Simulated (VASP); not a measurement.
# TiAl3H in VASP: a series of runs, part 2 of 2

VASP 6.6.1. The steps go on from the part before.

## Step 3: Single point, LDA

Input file INCAR:

```
SYSTEM = TiAl3H
ALGO = Normal
DIPOL = 0.5 0.5 0.315
EDIFF = 1E-6
ENCUT = 520
GGA = CA
IDIPOL = 3
ISIF = 2
ISMEAR = 0
LASPH = .True.
LCHARG = .False.
LDIPOL = .True.
LREAL = .False.
LWAVE = .False.
NBANDS = 33
NELM = 80
PREC = Accurate
SIGMA = 0.1
```

Input file KPOINTS:

```
k-points
0
Gamma
  6 6 1
  0 0 0
```

Input file POSCAR:

```
TiAl3H
1.0
    5.0133158832      0.0000000000      0.0000000000
    2.1650041019      4.5217356605      0.0000000000
    0.0000000000      0.0000000000     22.0677223531
Al Ti H
6 2 2
Direct
    0.5000000000      0.0000000000      0.1812602105
    0.0000000000      0.5000000000      0.1812602105
    0.0000000000      0.0000000000      0.2418017965
    0.0000000000      0.5000000000      0.3061179612
    0.5000000000      0.0000000000      0.3061179612
    0.5000000000      0.5000000000      0.3655892631
    0.5000000000      0.5000000000      0.2418017965
    0.0000000000      0.0000000000      0.3624433202
    0.0000000000     -0.1177863142      0.4834083999
    0.0000000000      0.1177863142      0.4834083999
```

Potentials or basis: VASP PAW LDA potentials, release 64 (Al, Ti_sv, H).

The run is started by

```sh
$ cat potpaw_LDA.64/Al/POTCAR potpaw_LDA.64/Ti_sv/POTCAR potpaw_LDA.64/H/POTCAR > POTCAR
$ mpirun -np 1 vasp_std > vasp.out
```

OUTCAR:

```text
SYSTEM = TiAl3H
   EDIFF = 1E-6
   ENCUT = 520
   GGA = CA
   ISIF = 2
   ISMEAR = 0
   LASPH = .True.
   LREAL = .False.
   NELM = 80
   PREC = Accurate

 ion  position               nearest neighbor table
   1  0.500  0.000  0.181-   2 2.67   2 2.67   5 2.76   7 2.84   7 2.84   3 2.84   3 2.84
   2  0.000  0.500  0.181-   1 2.67   1 2.67   4 2.76   3 2.84   3 2.84   7 2.84   7 2.84
   3  0.000  0.000  0.242-   8 2.66   7 2.67   7 2.67   2 2.84   2 2.84   1 2.84   1 2.84   4 2.88
                             4 2.88   5 2.88   5 2.88
   4  0.000  0.500  0.306-   5 2.67   5 2.67   2 2.76   8 2.80   8 2.80   6 2.83   6 2.83   3 2.88
                             3 2.88   7 2.88   7 2.88
   5  0.500  0.000  0.306-   4 2.67   4 2.67   1 2.76   8 2.80   8 2.80   6 2.83   6 2.83   7 2.88
                             7 2.88   3 2.88   3 2.88
   6  0.500  0.500  0.366-   8 2.67   8 2.67   7 2.73   5 2.83   5 2.83   4 2.83   4 2.83
   7  0.500  0.500  0.242-   3 2.67   3 2.67   6 2.73   1 2.84   1 2.84   2 2.84   2 2.84   5 2.88
                             5 2.88   4 2.88   4 2.88
   8  0.000  0.000  0.362-   3 2.66   6 2.67   6 2.67   4 2.80   4 2.80   5 2.80   5 2.80
   9  0.000  0.882  0.483-
  10  0.000  0.118  0.483-

  LATTYP: Found a base centered orthorhombic cell.
 ALAT       =     5.3440596354
 B/A-ratio  =     1.5875142919
 C/A-ratio  =     4.1293929819

  Lattice vectors:

 A1 = (  -2.1650041019,  -4.5217356605,   0.0000000000)
 A2 = (   5.0133158832,   0.0000000000,   0.0000000000)
 A3 = (   0.0000000000,   0.0000000000,  22.0677223531)

Analysis of symmetry for initial positions (statically):
=====================================================================
 Subroutine PRICEL returns:
 Original cell was already a primitive cell.

 Routine SETGRP: Setting up the symmetry group for a
 base centered orthorhombic supercell.

 Subroutine GETGRP returns: Found  2 space group operations
 (whereof  2 operations were pure point group operations)
 out of a pool of  8 trial point group operations.

The static configuration has the point symmetry C_2 .

Analysis of symmetry for dynamics (positions and initial velocities):
=====================================================================
 Subroutine PRICEL returns:
 Original cell was already a primitive cell.

 Routine SETGRP: Setting up the symmetry group for a
 base centered orthorhombic supercell.

 Subroutine GETGRP returns: Found  2 space group operations
 (whereof  2 operations were pure point group operations)
 out of a pool of  8 trial point group operations.

The dynamic configuration has the point symmetry C_2 .

 Subroutine INISYM returns: Found  2 space group operations
 (whereof  2 operations are pure point group operations),
 and found     1 'primitive' translations

----------------------------------------------------------------------------------------

                                     Primitive cell

  volume of cell :     500.2508

  direct lattice vectors                    reciprocal lattice vectors
     5.013315883  0.000000000  0.000000000     0.199468779 -0.095505522  0.000000000
     2.165004102  4.521735661  0.000000000     0.000000000  0.221154016  0.000000000
     0.000000000  0.000000000 22.067722353     0.000000000  0.000000000  0.045315053

  length of vectors
     5.013315883  5.013315883 22.067722353     0.221154016  0.221154016  0.045315053

  position of ions in fractional coordinates (direct lattice)
[... 75 lines left out ...]
   dimension x,y,z NGX =    40 NGY =   40 NGZ =  168
   dimension x,y,z NGXF=    80 NGYF=   80 NGZF=  336
   ions per type =               6   2   2
   NGX,Y,Z   is equivalent  to a cutoff of  13.26, 13.26, 12.66 a.u.
   NGXF,Y,Z  is equivalent  to a cutoff of  26.53, 26.53, 25.31 a.u.
 SYSTEM =  TiAl3H
   PREC   = accura    normal or accurate (medium, high low for compatibility)
   ISTART =      0    job   : 0-new  1-cont  2-samecut
   ICHARG =      2    charge: 1-file 2-atom 10-const
   ISPIN  =      1    spin polarized calculation?
   LNONCOLLINEAR =      F non collinear calculations
   LSORBIT =      F    spin-orbit coupling
   LASPH  =      T    aspherical Exc in radial PAW
   ENCUT  =  520.0 eV  38.22 Ry    6.18 a.u.   9.32  9.32 41.03*2*pi/ulx,y,z
   NELM   =     80;   NELMIN=  2; NELMDL= -5     # of ELM steps
   EDIFF  = 0.1E-05   stopping-criterion for ELM
   LREAL  =      F    real-space projection
[... 7 lines left out ...]
   TEBEG  =    0.0;   TEEND  =   0.0 temperature during run
   PSTRESS=    0.0 pullay stress
   NELECT =      44.0000    total number of electrons
   NUPDOWN=      -1.0000    fix difference up-down
   EMIN   =  10.00;   EMAX   =-10.00  energy-range for DOS
   EFERMI =   0.00;   METHOD = LEGACY
   ISMEAR =     0;   SIGMA  =   0.10  broadening in eV -4-tet -1-fermi 0-gaus
   EFERMI_NEDOS =   21; number of points for ismear=-14 and -15
   IALGO  =     38    algorithm
   IMIX   =      4    mixing-type and parameters
     AMIX     =   0.40;   BMIX     =  1.00
     AMIX_MAG =   1.60;   BMIX_MAG =  1.00
  volume/ion in A,a.u.               =      50.03       337.59
  Fermi-wavevector in a.u.,A,eV,Ry     =   0.728053  1.375821  7.211925  0.530062
  Thomas-Fermi vector in A             =   1.819430
   LORBIT       =      0    0 simple, 1 ext, 2 COOP (PROOUT), +10 PAW based schemes
   GGA     = CA    functional components
   LHFCALC =     F    Hartree Fock is set to
   AEXX    =    0.0000 exact exchange contribution
   IVDW    =     0    specifies the selected vdW correction
   LEPSILON=     F    determine dielectric tensor
   LRPA    =     F    only Hartree local field effects (RPA)
 non-spin polarized calculation
 Gauss-broadening in eV      SIGMA  =   0.10
  energy-cutoff  :      520.00
  volume of cell :      500.25
 maximum number of plane-waves:     13496
 NGX is ok and might be reduce to    40
   NGX = 19   NGY = 19   NGZ = 83

 dipolmoment           0.000000      0.000000      0.131712 electrons x Angstroem

 number of electron      44.0000003 magnetization

 dipolmoment           0.000000      0.000000     -0.042405 electrons x Angstroem

 Free energy of the ion-electron system (eV)
  ---------------------------------------------------
  ext. energy  EPLUGINS =         0.00000000
  ---------------------------------------------------
  free energy    TOTEN  =       -45.50455794 eV

  energy without entropy =      -45.46986083  energy(sigma->0) =      -45.48720938

 E-fermi :  -1.0188     XC(G=0):  -4.0334

 val. band max:       -1.0257812886   @ k =   0.5000   0.1667   0.0000
 cond. band min:      -1.0007200464   @ k =   0.5000   0.3333   0.0000
 fundamental gap:      0.0250612421
 Fermi energy:        -1.0187973429

 k-point     1 :       0.0000    0.0000    0.0000
  band No.  band energies     occupation
      1     -57.1794      2.00000
      2     -56.7973      2.00000
      3     -33.9620      2.00000
      4     -33.8580      2.00000
      5     -33.7190      2.00000
      6     -33.5517      2.00000
[... 709 lines left out ...]
     32       2.2170      0.00000
     33       2.4416      0.00000

------------------------ aborting loop because EDIFF is reached ----------------------------------------

 vacuum level on the upper side and lower side of the slab       (xc-potential included)        -0.301         0.044

  FORCE on cell =-STRESS in cart. coord.  units (eV):
  Direction    XX          YY          ZZ          XY          YZ          ZX
  --------------------------------------------------------------------------------------
  -------------------------------------------------------------------------------------
  Total       -6.6341344     -7.7113279     -3.5995681     -3.0992285      0.0000000      0.0000000
  in kB      -21.2474637    -24.6974437    -11.5285111     -9.9260493      0.0000000      0.0000000
  external PRESSURE =     -19.1578061 kB  Pullay stress =       0.0000000 kB

 VOLUME and BASIS-vectors are now :
 -----------------------------------------------------------------------------
  energy-cutoff  :      520.00
  volume of cell :      500.25
      direct lattice vectors                 reciprocal lattice vectors
     5.013315883  0.000000000  0.000000000     0.199468779 -0.095505522  0.000000000
     2.165004102  4.521735661  0.000000000     0.000000000  0.221154016  0.000000000
     0.000000000  0.000000000 22.067722353     0.000000000  0.000000000  0.045315053

 POSITION                                       TOTAL-FORCE (eV/Angst)
 -----------------------------------------------------------------------------------
      2.50666      0.00000      4.00000         0.000000      0.000000      0.559872
      1.08250      2.26087      4.00000         0.000000      0.000000      0.556915
      0.00000      0.00000      5.33601         0.000000      0.000000     -0.720976
      1.08250      2.26087      6.75533         0.000000      0.000000      0.028331
      2.50666      0.00000      6.75533         0.000000      0.000000     -0.003600
      3.58916      2.26087      8.06772        -0.000000      0.000000      0.046716
      3.58916      2.26087      5.33601        -0.000000      0.000000     -0.482873
      0.00000      0.00000      7.99830         0.000000      0.000000      0.869232
      1.91000      3.98914     10.66772         1.735034      3.232116     -0.426808
      0.25501      0.53260     10.66772        -1.735034     -3.232116     -0.426808
 -----------------------------------------------------------------------------------
    total drift:                                0.000000      0.000000      0.000021

  FREE ENERGIE OF THE ION-ELECTRON SYSTEM (eV)
  ---------------------------------------------------
  free  energy   TOTEN  =       -45.5045579395 eV

  energy  without entropy=      -45.4698608255  energy(sigma->0) =      -45.48720938

 vacuum level on the upper side and lower side of the slab         2.980         3.337
```

Run time: 8.7 min. Hardware: 1 thread of Intel Xeon 6975P-C (Granite Rapids), shared host; peak memory 0.59 GiB.

Results:

```
Free energy            : -45.5046 eV
Largest force          : 3.693 eV/Å
Band gap on the k mesh : zero (bands 22 and 23 overlap by 0.36 eV)
```

Forces on the atoms (eV/Å):
```
Al   0.000  0.000  0.560
Al   0.000  0.000  0.557
Al   0.000  0.000 -0.721
Al   0.000  0.000  0.028
Al   0.000  0.000 -0.004
Al   0.000  0.000  0.047
Ti   0.000  0.000 -0.483
Ti   0.000  0.000  0.869
H    1.735  3.232 -0.427
H   -1.735 -3.232 -0.427
```

The gap in the log of VASP goes by the Fermi energy; the results here count the filled bands.